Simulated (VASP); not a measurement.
Write the native input for VASP 6.6.1 that does the following.

| Item | Value |
| --- | --- |
| Task | single point |
| Functional | LDA |
| Potentials or basis | VASP PAW LDA potentials, release 64 (Cl) |
| Cutoff | 520 eV |
| k mesh | 14 × 14 × 14 |
| Occupations | fermi-dirac, width 0.05 eV |
| Spin | no spin polarisation |
| Dipole correction | no |
| Further INCAR settings | ALGO = Normal; EDIFF = 1e-06; NBANDS = 10 |

The structure of Cl lies in POSCAR:

```
Cl
1.0
    2.7454064480      0.0000000000      0.0000000000
    0.0000000000      2.7454064480      0.0000000000
    0.0000000000      0.0000000000      2.7454064480
Cl
1
Direct
    0.0000000000      0.0000000000      0.0000000000
```

These files were run (other wordings do the same):

INCAR

```
PREC     = Accurate       # precision mode
ENCUT    = 520            # plane-wave cutoff, eV
EDIFF    = 1E-6           # SCF threshold, eV
ISMEAR   = -1             # smearing method
SIGMA    = 0.05           # smearing width, eV
LREAL    = False          # projectors in reciprocal space
LASPH    = True           # aspherical terms in the spheres
NELM     = 60             # most SCF steps
ALGO     = Normal         # electronic algorithm
ISIF     = 2              # what is computed and relaxed
LWAVE    = False          # write WAVECAR
LCHARG   = True           # write CHGCAR
GGA      = CA             # functional
LELF     = True           # ELF
LVHAR    = True         
NBANDS   = 10             # bands
```

KPOINTS

```
Automatic mesh
0
Gamma
  14 14 14
```

Potentials or basis: VASP PAW LDA potentials, release 64 (Cl).

Command:

```bash
$ cat potpaw_LDA.64/Cl/POTCAR > POTCAR
$ mpirun -np 1 vasp_std > vasp.out
```

It gave:

```json
{
  "Pressure": "-0.1 GPa"
}
```

Caveat: an odd number of electrons without spin polarisation forces a metal; a magnetic or distorted state may lie lower.

Wall time 4.7 s on 1 thread of Intel(R) Xeon(R) 6975P-C (Granite Rapids) (shared host), peak memory 0.12 GiB.
